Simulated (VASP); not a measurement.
# Sc4Si (P1) in VASP: single point with PBE

Aim: the single point of Sc4Si with PBE.

Program: VASP 6.6.1. These are calculated values, not measurements. Logs are shortened: lines on timing, memory, paths and dates and some standing lists are left out, and cuts for length are marked.

### Step 1. The cell of the first run

The typed cell holds 10 atoms: a = 5.431 Å, b = 5.513 Å, c = 8.270 Å, α = 78.61°, β = 73.51°, γ = 67.33°.

### Step 2. Single point, PBE

INCAR

```
PREC = Accurate
ENCUT = 520
EDIFF = 1E-7
ISMEAR = 0
SIGMA = 0.1
LREAL = F
LASPH = T
NELM = 100
ALGO = Normal
ISIF = 2
LWAVE = F
LCHARG = F
GGA = PE
NBANDS = 59
```

KPOINTS

```
Automatic mesh
0
Gamma
  4 4 2
```

POSCAR

```
Sc4Si
1.0
    5.4311323282      0.0000000000      0.0000000000
    2.1247512975      5.0874701583      0.0000000000
    2.3474033559      0.7893305680      7.8903012331
Sc Si
8 2
Direct
    0.2394858054      0.6131281008      0.7002133796
    0.5791305131      0.3411226530      0.3169155713
    0.7965116192      0.3177929642      0.8886902705
    0.0468874993      0.8064654229      0.3356204727
    0.0074825718      0.2745041427      0.5199005768
    0.7487534273      0.7886150683      0.0560186145
    0.5691339026      0.9781238006      0.6960703928
    0.2233298753      0.2652551568      0.0940479832
    0.2873310733      0.7705320766      0.9914661613
    0.5019537127      0.8444606139      0.4010565774
```

Potentials or basis: VASP PAW PBE potentials, release 64 (Sc_sv, Si).

On the command line:

```console
> cat potpaw_PBE.64/Sc_sv/POTCAR potpaw_PBE.64/Si/POTCAR > POTCAR
> mpirun -np 1 vasp_std > vasp.out
```

OUTCAR:

```text
PREC = Accurate
   ENCUT = 520
   EDIFF = 1E-7
   ISMEAR = 0
   LREAL = F
   LASPH = T
   NELM = 100
   ISIF = 2
   GGA = PE

 ion  position               nearest neighbor table
   1  0.239  0.613  0.700-  10 2.82   9 2.82   7 3.16   7 3.26   3 3.28   4 3.31   5 3.36   6 3.37
                             7 3.42
   2  0.579  0.341  0.317-  10 2.84  10 2.85   4 3.02   4 3.07   5 3.11   6 3.18   8 3.20   5 3.20
                             8 3.37   7 3.37   3 3.41
   3  0.797  0.318  0.889-   5 2.96   9 2.96   6 3.05   6 3.07   8 3.14   8 3.19   1 3.28   2 3.41
                             7 3.41
   4  0.047  0.806  0.336-  10 2.77  10 2.78   9 2.79   2 3.02   2 3.07   5 3.08   5 3.16   8 3.18
                             6 3.21   1 3.31   7 3.37
   5  0.007  0.275  0.520-  10 2.88   3 2.96   4 3.08   2 3.11   4 3.16   2 3.20   7 3.25   1 3.36
                             8 3.39
   6  0.749  0.789  0.056-   9 2.75   9 2.79  10 2.81   8 3.03   3 3.05   3 3.07   8 3.07   2 3.18
                             4 3.21   7 3.25   1 3.37
   7  0.569  0.978  0.696-   9 2.78  10 2.84   1 3.16   6 3.25   5 3.25   1 3.26   4 3.37   2 3.37
                             3 3.41   1 3.42
   8  0.223  0.265  0.094-   9 2.87   9 2.88   6 3.03   6 3.07   3 3.14   4 3.18   3 3.19   2 3.20
                             2 3.37   5 3.39
   9  0.287  0.771  0.991-   6 2.75   7 2.78   4 2.79   6 2.79   1 2.82   8 2.87   8 2.88   3 2.96

  10  0.502  0.844  0.401-   4 2.77   4 2.78   6 2.81   1 2.82   7 2.84   2 2.84   2 2.85   5 2.88

  Warning from LATTYP: Got some problem with cell dimensions!
  Tried to take original basis but could not verify dimensions!
  LATTYP: Found a triclinic cell.
 ALAT       =     6.0674960348
 B/A-ratio  =     0.8951192217
 C/A-ratio  =     1.4813019105
 COS(alpha) =     0.0247727164
 COS(beta)  =     0.4144767965
 COS(gamma) =     0.5449333649

  Lattice vectors:

 A1 = (   3.3063810307,  -5.0874701583,   0.0000000000)
 A2 = (   5.4311323282,   0.0000000000,   0.0000000000)
 A3 = (   0.2226520584,  -4.2981395903,   7.8903012331)

Analysis of symmetry for initial positions (statically):
=====================================================================
 Subroutine PRICEL returns:
 Original cell was already a primitive cell.

 Routine SETGRP: Setting up the symmetry group for a
 triclinic supercell.

 Subroutine GETGRP returns: Found  1 space group operations
 (whereof  1 operations were pure point group operations)
 out of a pool of  2 trial point group operations.

The static configuration has the point symmetry C_1 .

Analysis of symmetry for dynamics (positions and initial velocities):
=====================================================================
 Subroutine PRICEL returns:
 Original cell was already a primitive cell.

 Routine SETGRP: Setting up the symmetry group for a
 triclinic supercell.

 Subroutine GETGRP returns: Found  1 space group operations
 (whereof  1 operations were pure point group operations)
 out of a pool of  2 trial point group operations.

The dynamic configuration has the point symmetry C_1 .

 Subroutine INISYM returns: Found  1 space group operations
 (whereof  1 operations are pure point group operations),
 and found     1 'primitive' translations

----------------------------------------------------------------------------------------

                                     Primitive cell

  volume of cell :     218.0147

  direct lattice vectors                    reciprocal lattice vectors
     5.431132328  0.000000000  0.000000000     0.184123667 -0.076898142 -0.047084953
     2.124751298  5.087470158  0.000000000     0.000000000  0.196561350 -0.019663620
     2.347403356  0.789330568  7.890301233     0.000000000  0.000000000  0.126737874

  length of vectors
     5.431132328  5.513340248  8.269836686     0.205016686  0.197542456  0.126737874

  position of ions in fractional coordinates (direct lattice)
     0.239485805  0.613128101  0.700213380
     0.579130513  0.341122653  0.316915571
     0.796511619  0.317792964  0.888690270
     0.046887499  0.806465423  0.335620473
     0.007482572  0.274504143  0.519900577
     0.748753427  0.788615068  0.056018614
     0.569133903  0.978123801  0.696070393
     0.223329875  0.265255157  0.094047983
     0.287331073  0.770532077  0.991466161
     0.501953713  0.844460614  0.401056577

  ion indices of the primitive-cell ions
   primitive index   ion index
                 1           1
                 2           2
                 3           3
                 4           4
                 5           5
                 6           6
                 7           7
                 8           8
                 9           9
                10          10

----------------------------------------------------------------------------------------

 KPOINTS: Automatic mesh

Automatic generation of k-mesh.
 Grid dimensions read from file:
 generate k-points for:    4    4    2

 Generating k-lattice:

  Cartesian coordinates                     Fractional coordinates (reciprocal lattice)
     0.046030917 -0.019224535 -0.011771238     0.250000000 -0.000000000 -0.000000000
     0.000000000  0.049140337 -0.004915905     0.000000000  0.250000000  0.000000000
     0.000000000  0.000000000  0.063368937     0.000000000  0.000000000  0.500000000

  Length of vectors
     0.051254172  0.049385614  0.063368937

  Shift w.r.t. Gamma in fractional coordinates (k-lattice)
     0.000000000  0.000000000  0.000000000

 Subroutine IBZKPT returns following result:
 ===========================================

 Found     20 irreducible k-points:

 Following reciprocal coordinates:
            Coordinates               Weight
  0.000000  0.000000  0.000000      1.000000
  0.250000  0.000000  0.000000      2.000000
  0.500000  0.000000  0.000000      1.000000
  0.000000  0.250000  0.000000      2.000000
  0.250000  0.250000  0.000000      2.000000
  0.500000  0.250000  0.000000      2.000000
[... 12 lines left out ...]
  0.250000  0.500000  0.500000      2.000000
  0.500000  0.500000  0.500000      1.000000
   k-points           NKPTS =     20   k-points in BZ     NKDIM =     20   number of bands    NBANDS=     59
   number of dos      NEDOS =    301   number of ions     NIONS =     10
   total plane-waves  NPLWV = 107520
   dimension x,y,z NGX =    40 NGY =   42 NGZ =   64
   dimension x,y,z NGXF=    80 NGYF=   84 NGZF=  128
   ions per type =               8   2
   NGX,Y,Z   is equivalent  to a cutoff of  12.24, 12.66, 12.87 a.u.
   NGXF,Y,Z  is equivalent  to a cutoff of  24.49, 25.33, 25.73 a.u.
 SYSTEM =  unknown system
   PREC   = accura    normal or accurate (medium, high low for compatibility)
   ISTART =      0    job   : 0-new  1-cont  2-samecut
   ICHARG =      2    charge: 1-file 2-atom 10-const
   ISPIN  =      1    spin polarized calculation?
   LNONCOLLINEAR =      F non collinear calculations
   LSORBIT =      F    spin-orbit coupling
   LASPH  =      T    aspherical Exc in radial PAW
   ENCUT  =  520.0 eV  38.22 Ry    6.18 a.u.  10.10 10.25 15.38*2*pi/ulx,y,z
   NELM   =    100;   NELMIN=  2; NELMDL= -5     # of ELM steps
   EDIFF  = 0.1E-06   stopping-criterion for ELM
   LREAL  =      F    real-space projection
   EDIFFG = 0.1E-05   stopping-criterion for IOM
   NSW    =      0    number of steps for IOM
   IBRION =     -1    ionic relax: 0-MD 1-quasi-New 2-CG
   NFREE  =      0    steps in history (QN), initial steepest desc. (CG)
   ISIF   =      2    stress and relaxation
   ISYM   =      2    0-nonsym 1-usesym 2-fastsym
   POTIM  = 0.5000    time-step for ionic-motion
   TEBEG  =    0.0;   TEEND  =   0.0 temperature during run
   PSTRESS=    0.0 pullay stress
   NELECT =      96.0000    total number of electrons
   NUPDOWN=      -1.0000    fix difference up-down
   EMIN   =  10.00;   EMAX   =-10.00  energy-range for DOS
   EFERMI =   0.00;   METHOD = LEGACY
   ISMEAR =     0;   SIGMA  =   0.10  broadening in eV -4-tet -1-fermi 0-gaus
   EFERMI_NEDOS =   21; number of points for ismear=-14 and -15
   IALGO  =     38    algorithm
   IMIX   =      4    mixing-type and parameters
     AMIX     =   0.40;   BMIX     =  1.00
     AMIX_MAG =   1.60;   BMIX_MAG =  1.00
  volume/ion in A,a.u.               =      21.80       147.12
  Fermi-wavevector in a.u.,A,eV,Ry     =   1.245480  2.353615 21.105623  1.551219
  Thomas-Fermi vector in A             =   2.379700
   LORBIT       =      0    0 simple, 1 ext, 2 COOP (PROOUT), +10 PAW based schemes
   GGA     = PE    functional components
   LHFCALC =     F    Hartree Fock is set to
   AEXX    =    0.0000 exact exchange contribution
   IVDW    =     0    specifies the selected vdW correction
   LEPSILON=     F    determine dielectric tensor
   LRPA    =     F    only Hartree local field effects (RPA)
 non-spin polarized calculation
 Gauss-broadening in eV      SIGMA  =   0.10
  energy-cutoff  :      520.00
  volume of cell :      218.01
 maximum number of plane-waves:      5890
   NGX = 21   NGY = 21   NGZ = 31

 number of electron      96.0000001 magnetization

 Free energy of the ion-electron system (eV)
  ---------------------------------------------------
  ext. energy  EPLUGINS =         0.00000000
  ---------------------------------------------------
  free energy    TOTEN  =       -63.82432442 eV

  energy without entropy =      -63.76194601  energy(sigma->0) =      -63.79313521

 E-fermi :   4.5687     XC(G=0): -10.1844

 val. band max:        4.5669257919   @ k =   0.2500   0.0000   0.0000
 cond. band min:       4.5713006200   @ k =   0.0000   0.2500   0.5000
 fundamental gap:      0.0043748282
 Fermi energy:         4.5686925989

 k-point     1 :       0.0000    0.0000    0.0000
  band No.  band energies     occupation
      1     -44.8653      2.00000
      2     -44.8253      2.00000
      3     -44.8090      2.00000
      4     -44.7697      2.00000
      5     -44.7563      2.00000
      6     -44.7266      2.00000
[... 1229 lines left out ...]
     58       6.1058      0.00000
     59       6.4612      0.00000

------------------------ aborting loop because EDIFF is reached ----------------------------------------

  FORCE on cell =-STRESS in cart. coord.  units (eV):
  Direction    XX          YY          ZZ          XY          YZ          ZX
  --------------------------------------------------------------------------------------
  -------------------------------------------------------------------------------------
  Total        4.3072878      1.6455580      0.0556060      2.1291658      0.3856865     -0.8492625
  in kB       31.6540023     12.0931081      0.4086450     15.6471131      2.8343873     -6.2411799
  external PRESSURE =      14.7185851 kB  Pullay stress =       0.0000000 kB

 VOLUME and BASIS-vectors are now :
 -----------------------------------------------------------------------------
  energy-cutoff  :      520.00
  volume of cell :      218.01
      direct lattice vectors                 reciprocal lattice vectors
     5.431132328  0.000000000  0.000000000     0.184123667 -0.076898142 -0.047084953
     2.124751298  5.087470158  0.000000000     0.000000000  0.196561350 -0.019663620
     2.347403356  0.789330568  7.890301233     0.000000000  0.000000000  0.126737874

 POSITION                                       TOTAL-FORCE (eV/Angst)
 -----------------------------------------------------------------------------------
      4.24711      3.67197      5.52489         0.023910     -0.036239     -0.045937
      4.61406      1.98560      2.50056        -0.033148      0.035614     -0.021090
      7.08731      2.31823      7.01203         0.026758     -0.103321     -0.077708
      2.75603      4.36778      2.64815        -0.074236      0.058903      0.081745
      1.84431      1.80691      4.10217        -0.042006      0.089323     -0.026023
      5.87369      4.05627      0.44200         0.126448     -0.016520     -0.005783
      6.80327      5.52561      5.49221        -0.046339      0.103800      0.066276
      1.99730      1.42371      0.74207         0.037961     -0.070312     -0.025833
      5.52509      4.70265      7.82297        -0.005648     -0.186413      0.068349
      5.46189      4.61273      3.16446        -0.013700      0.125165     -0.013996
 -----------------------------------------------------------------------------------
    total drift:                               -0.000143      0.000427      0.000130

  FREE ENERGIE OF THE ION-ELECTRON SYSTEM (eV)
  ---------------------------------------------------
  free  energy   TOTEN  =       -63.8243244205 eV

  energy  without entropy=      -63.7619460057  energy(sigma->0) =      -63.79313521
```

It took 6.8 min on 1 thread of Intel Xeon Platinum 8259CL at 2.50GHz (Skylake/Cascade Lake), shared host; peak memory 0.4 GiB.

Results:

```
Free energy            : -63.8243 eV
Pressure               : 1.5 GPa
Largest force          : 0.199 eV/Å
Band gap on the k mesh : zero (band 48 reaches 4.66 eV, above the bottom of band 49 at 4.39 eV)
```

Forces on the atoms (eV/Å):
```
Sc   0.024 -0.036 -0.046
Sc  -0.033  0.036 -0.021
Sc   0.027 -0.103 -0.078
Sc  -0.074  0.059  0.082
Sc  -0.042  0.089 -0.026
Sc   0.126 -0.017 -0.006
Sc  -0.046  0.104  0.066
Sc   0.038 -0.070 -0.026
Si  -0.006 -0.186  0.068
Si  -0.014  0.125 -0.014
```

Caveat: the k points lie up to 0.40 Å⁻¹ apart.
